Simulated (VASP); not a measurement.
# CsCl (Pm-3m) in VASP: single point with r2SCAN

Aim: the single point of CsCl with r2SCAN.

All numbers are computed with VASP 6.6.1; they aren't measurements. Logs are shortened: lines on timing, memory, paths and dates and some standing lists are left out, and cuts for length are marked.

### Step 1. The cell of the first run

The structure is cubic, space group Pm-3m (No. 221). Conventional cell: a = 4.123 Å, b = 4.123 Å, c = 4.123 Å, α = 90.00°, β = 90.00°, γ = 90.00°. Within 4.7 Å of Cs (site symmetry m-3m) lie 8 Cl at 3.57 Å and 6 Cs at 4.12 Å. Cl (site symmetry m-3m) has 8 Cs at 3.57 Å and 6 Cl at 4.12 Å within 4.7 Å.

### Step 2. Single point, r2SCAN

The input, POSCAR:

```
CsCl
1.0
    4.1230000000      0.0000000000      0.0000000000
    0.0000000000      4.1230000000      0.0000000000
    0.0000000000      0.0000000000      4.1230000000
Cs Cl
1 1
Direct
    0.0000000000      0.0000000000      0.0000000000
    0.5000000000      0.5000000000      0.5000000000
```

The input, INCAR.step1:

```
SYSTEM = CsCl
  PREC = Accurate
  ENCUT = 520
  ISMEAR = 0
  SIGMA = 0.05
  LREAL = .False.
  LASPH = .True.
  NELM = 60
  NBANDS = 15
  GGA = PE
  ALGO = Normal
  EDIFF = 1E-4
  LWAVE = .True.
  LCHARG = .False.
```

The input, INCAR.step2:

```
SYSTEM = CsCl
  PREC = Accurate
  ENCUT = 520
  EDIFF = 1E-6
  ISMEAR = 0
  SIGMA = 0.05
  LREAL = .False.
  LASPH = .True.
  NELM = 60
  ALGO = Normal
  ISIF = 2
  LWAVE = .False.
  LCHARG = .False.
  METAGGA = R2SCAN
  LMIXTAU = .True.
  NBANDS = 15
  ISTART = 1
```

The input, KPOINTS:

```
Automatic mesh
0
Gamma
  6 6 6
  0 0 0
```

Potentials or basis: VASP PAW PBE potentials, release 64 (Cs_sv, Cl).

On the command line:

```console
> cat potpaw_PBE.64/Cs_sv/POTCAR potpaw_PBE.64/Cl/POTCAR > POTCAR
> cp INCAR.step1 INCAR
> mpirun -np 1 vasp_std > vasp.out
> cp INCAR.step2 INCAR
> mpirun -np 1 vasp_std > vasp.out
```

OUTCAR:

```text
SYSTEM = CsCl
   PREC = Accurate
   ENCUT = 520
   EDIFF = 1E-6
   ISMEAR = 0
   LREAL = .False.
   LASPH = .True.
   NELM = 60
   ISIF = 2
   METAGGA = R2SCAN
   ISTART = 1

 ion  position               nearest neighbor table
   1  0.000  0.000  0.000-
   2  0.500  0.500  0.500-

  LATTYP: Found a simple cubic cell.
 ALAT       =     4.1230000000

  Lattice vectors:

 A1 = (   4.1230000000,   0.0000000000,   0.0000000000)
 A2 = (   0.0000000000,   4.1230000000,   0.0000000000)
 A3 = (   0.0000000000,   0.0000000000,   4.1230000000)

Analysis of symmetry for initial positions (statically):
=====================================================================
 Subroutine PRICEL returns:
 Original cell was already a primitive cell.

 Routine SETGRP: Setting up the symmetry group for a
 simple cubic supercell.

 Subroutine GETGRP returns: Found 48 space group operations
 (whereof 48 operations were pure point group operations)
 out of a pool of 48 trial point group operations.

The static configuration has the point symmetry O_h .

Analysis of symmetry for dynamics (positions and initial velocities):
=====================================================================
 Subroutine PRICEL returns:
 Original cell was already a primitive cell.

 Routine SETGRP: Setting up the symmetry group for a
 simple cubic supercell.

 Subroutine GETGRP returns: Found 48 space group operations
 (whereof 48 operations were pure point group operations)
 out of a pool of 48 trial point group operations.

The dynamic configuration has the point symmetry O_h .

 Subroutine INISYM returns: Found 48 space group operations
 (whereof 48 operations are pure point group operations),
 and found     1 'primitive' translations

----------------------------------------------------------------------------------------

                                     Primitive cell

  volume of cell :      70.0874

  direct lattice vectors                    reciprocal lattice vectors
     4.123000000  0.000000000  0.000000000     0.242541838  0.000000000  0.000000000
     0.000000000  4.123000000  0.000000000     0.000000000  0.242541838  0.000000000
     0.000000000  0.000000000  4.123000000     0.000000000  0.000000000  0.242541838

  length of vectors
     4.123000000  4.123000000  4.123000000     0.242541838  0.242541838  0.242541838

  position of ions in fractional coordinates (direct lattice)
     0.000000000  0.000000000  0.000000000
     0.500000000  0.500000000  0.500000000

  ion indices of the primitive-cell ions
   primitive index   ion index
                 1           1
                 2           2

----------------------------------------------------------------------------------------

 KPOINTS: Automatic mesh

Automatic generation of k-mesh.
 Grid dimensions read from file:
 generate k-points for:    6    6    6

 Generating k-lattice:

  Cartesian coordinates                     Fractional coordinates (reciprocal lattice)
     0.040423640  0.000000000  0.000000000     0.166666667  0.000000000  0.000000000
     0.000000000  0.040423640  0.000000000     0.000000000  0.166666667  0.000000000
     0.000000000  0.000000000  0.040423640     0.000000000  0.000000000  0.166666667

  Length of vectors
     0.040423640  0.040423640  0.040423640

  Shift w.r.t. Gamma in fractional coordinates (k-lattice)
     0.000000000  0.000000000  0.000000000

 Subroutine IBZKPT returns following result:
 ===========================================

 Found     20 irreducible k-points:

 Following reciprocal coordinates:
            Coordinates               Weight
  0.000000  0.000000  0.000000      1.000000
  0.166667  0.000000  0.000000      6.000000
  0.333333  0.000000  0.000000      6.000000
  0.500000  0.000000  0.000000      3.000000
  0.166667  0.166667  0.000000     12.000000
  0.333333  0.166667  0.000000     24.000000
[... 12 lines left out ...]
  0.500000  0.500000  0.333333      6.000000
  0.500000  0.500000  0.500000      1.000000
   k-points           NKPTS =     20   k-points in BZ     NKDIM =     20   number of bands    NBANDS=     15
   number of dos      NEDOS =    301   number of ions     NIONS =      2
   total plane-waves  NPLWV =  32768
   dimension x,y,z NGX =    32 NGY =   32 NGZ =   32
   dimension x,y,z NGXF=    64 NGYF=   64 NGZF=   64
   ions per type =               1   1
   NGX,Y,Z   is equivalent  to a cutoff of  12.90, 12.90, 12.90 a.u.
   NGXF,Y,Z  is equivalent  to a cutoff of  25.81, 25.81, 25.81 a.u.
 SYSTEM =  CsCl
   PREC   = accura    normal or accurate (medium, high low for compatibility)
   ISTART =      1    job   : 0-new  1-cont  2-samecut
   ICHARG =      0    charge: 1-file 2-atom 10-const
   ISPIN  =      1    spin polarized calculation?
   LNONCOLLINEAR =      F non collinear calculations
   LSORBIT =      F    spin-orbit coupling
   LASPH  =      T    aspherical Exc in radial PAW
   ENCUT  =  520.0 eV  38.22 Ry    6.18 a.u.   7.67  7.67  7.67*2*pi/ulx,y,z
   NELM   =     60;   NELMIN=  2; NELMDL=  0     # of ELM steps
   EDIFF  = 0.1E-05   stopping-criterion for ELM
   LREAL  =      F    real-space projection
   EDIFFG = 0.1E-04   stopping-criterion for IOM
   NSW    =      0    number of steps for IOM
   IBRION =     -1    ionic relax: 0-MD 1-quasi-New 2-CG
   NFREE  =      0    steps in history (QN), initial steepest desc. (CG)
   ISIF   =      2    stress and relaxation
   ISYM   =      2    0-nonsym 1-usesym 2-fastsym
   POTIM  = 0.5000    time-step for ionic-motion
   TEBEG  =    0.0;   TEEND  =   0.0 temperature during run
   PSTRESS=    0.0 pullay stress
   NELECT =      16.0000    total number of electrons
   NUPDOWN=      -1.0000    fix difference up-down
   EMIN   =  10.00;   EMAX   =-10.00  energy-range for DOS
   EFERMI =   0.00;   METHOD = LEGACY
   ISMEAR =     0;   SIGMA  =   0.05  broadening in eV -4-tet -1-fermi 0-gaus
   EFERMI_NEDOS =   21; number of points for ismear=-14 and -15
   IALGO  =     38    algorithm
   IMIX   =      4    mixing-type and parameters
     AMIX     =   0.40;   BMIX     =  1.00
     AMIX_MAG =   1.60;   BMIX_MAG =  1.00
  volume/ion in A,a.u.               =      35.04       236.49
  Fermi-wavevector in a.u.,A,eV,Ry     =   1.000541  1.890748 13.620547  1.001082
  Thomas-Fermi vector in A             =   2.132904
   LORBIT       =      0    0 simple, 1 ext, 2 COOP (PROOUT), +10 PAW based schemes
   METAGGA = R2SCAN    functional components
   LHFCALC =     F    Hartree Fock is set to
   AEXX    =    0.0000 exact exchange contribution
   IVDW    =     0    specifies the selected vdW correction
   LEPSILON=     F    determine dielectric tensor
   LRPA    =     F    only Hartree local field effects (RPA)
 non-spin polarized calculation
 Gauss-broadening in eV      SIGMA  =   0.05
  energy-cutoff  :      520.00
  volume of cell :       70.09
 maximum number of plane-waves:      1924
 NGX is ok and might be reduce to    32
   NGX = 15   NGY = 15   NGZ = 15

 number of electron      16.0000004 magnetization

 Free energy of the ion-electron system (eV)
  ---------------------------------------------------
  ext. energy  EPLUGINS =         0.00000000
  ---------------------------------------------------
  free energy    TOTEN  =       -35.52390479 eV

  energy without entropy =      -35.52390479  energy(sigma->0) =      -35.52390479

 E-fermi :  -0.4351     XC(G=0):  -8.6727

 val. band max:       -0.6877158179   @ k =   0.0000   0.0000   0.0000
 cond. band min:       5.2102896970   @ k =   0.0000   0.0000   0.0000
 fundamental gap:      5.8980055149
 Fermi energy:        -0.4351001579

 k-point     1 :       0.0000    0.0000    0.0000
  band No.  band energies     occupation
      1     -20.5753      2.00000
      2     -13.4167      2.00000
      3      -6.6841      2.00000
      4      -6.6841      2.00000
      5      -6.6841      2.00000
      6      -0.6877      2.00000
      7      -0.6877      2.00000
      8      -0.6877      2.00000
      9       5.2103      0.00000
     10       5.2103      0.00000
     11       5.3709      0.00000
     12      10.0582      0.00000
     13      10.0582      0.00000
     14      10.0582      0.00000
     15      13.1991      0.00000

 k-point     2 :       0.1667    0.0000    0.0000
  band No.  band energies     occupation
      1     -20.5537      2.00000
      2     -13.4273      2.00000
      3      -6.8314      2.00000
      4      -6.6491      2.00000
      5      -6.6491      2.00000
      6      -1.0232      2.00000
      7      -0.7448      2.00000
      8      -0.7448      2.00000
      9       5.4004      0.00000
     10       5.8254      0.00000
     11       6.0516      0.00000
     12       9.8401      0.00000
     13       9.8401      0.00000
     14      10.2188      0.00000
     15      11.7580      0.00000

 k-point     3 :       0.3333    0.0000    0.0000
  band No.  band energies     occupation
      1     -20.5099      2.00000
      2     -13.4516      2.00000
      3      -7.0954      2.00000
      4      -6.5768      2.00000
      5      -6.5768      2.00000
      6      -1.5901      2.00000
      7      -0.8635      2.00000
      8      -0.8635      2.00000
      9       5.8949      0.00000
     10       6.9868      0.00000
     11       7.7882      0.00000
     12       9.5806      0.00000
     13       9.5806      0.00000
     14      10.0064      0.00000
     15      10.6172      0.00000
[... 271 lines left out ...]
 k-point    19 :       0.5000    0.5000    0.3333
  band No.  band energies     occupation
      1     -20.3623      2.00000
      2     -13.2715      2.00000
      3      -7.2872      2.00000
      4      -7.2872      2.00000
      5      -7.0443      2.00000
      6      -1.6219      2.00000
      7      -1.6219      2.00000
      8      -1.5631      2.00000
      9       7.8188      0.00000
     10       8.2852      0.00000
     11       8.2852      0.00000
     12       8.7524      0.00000
     13      11.0692      0.00000
     14      11.0692      0.00000
     15      12.3638      0.00000

 k-point    20 :       0.5000    0.5000    0.5000
  band No.  band energies     occupation
      1     -20.3448      2.00000
      2     -13.2506      2.00000
      3      -7.2224      2.00000
      4      -7.2224      2.00000
      5      -7.2224      2.00000
      6      -1.7884      2.00000
      7      -1.7884      2.00000
      8      -1.7884      2.00000
      9       8.4939      0.00000
     10       8.4939      0.00000
     11       8.4939      0.00000
     12      10.6306      0.00000
     13      10.6306      0.00000
     14      10.6306      0.00000
     15      12.4215      0.00000

------------------------ aborting loop because EDIFF is reached ----------------------------------------

  FORCE on cell =-STRESS in cart. coord.  units (eV):
  Direction    XX          YY          ZZ          XY          YZ          ZX
  --------------------------------------------------------------------------------------
  -------------------------------------------------------------------------------------
  Total        0.1153069      0.1153069      0.1153069      0.0000000     -0.0000000      0.0000000
  in kB        2.6358821      2.6358821      2.6358821      0.0000000     -0.0000000      0.0000000
  external PRESSURE =       2.6358821 kB  Pullay stress =       0.0000000 kB

 VOLUME and BASIS-vectors are now :
 -----------------------------------------------------------------------------
  energy-cutoff  :      520.00
  volume of cell :       70.09
      direct lattice vectors                 reciprocal lattice vectors
     4.123000000  0.000000000  0.000000000     0.242541838  0.000000000  0.000000000
     0.000000000  4.123000000  0.000000000     0.000000000  0.242541838  0.000000000
     0.000000000  0.000000000  4.123000000     0.000000000  0.000000000  0.242541838

 POSITION                                       TOTAL-FORCE (eV/Angst)
 -----------------------------------------------------------------------------------
      0.00000      0.00000      0.00000         0.000000      0.000000      0.000000
      2.06150      2.06150      2.06150         0.000000      0.000000      0.000000
 -----------------------------------------------------------------------------------
    total drift:                                0.000000      0.000000     -0.000000

  FREE ENERGIE OF THE ION-ELECTRON SYSTEM (eV)
  ---------------------------------------------------
  free  energy   TOTEN  =       -35.5239047942 eV

  energy  without entropy=      -35.5239047942  energy(sigma->0) =      -35.52390479
```

Wall time 46 s (1 thread of Intel Xeon Platinum 8259CL at 2.50GHz (Skylake/Cascade Lake), shared host); peak memory 0.18 GiB.

What came out:

```
Free energy            : -35.5239 eV
Pressure               : 0.3 GPa
Band gap on the k mesh : 5.90 eV, direct
```

Caveat: the PAW data sets were made with another functional, which shifts forces and pressure a little; spin-orbit coupling is left out, which moves the levels of the heavy elements.
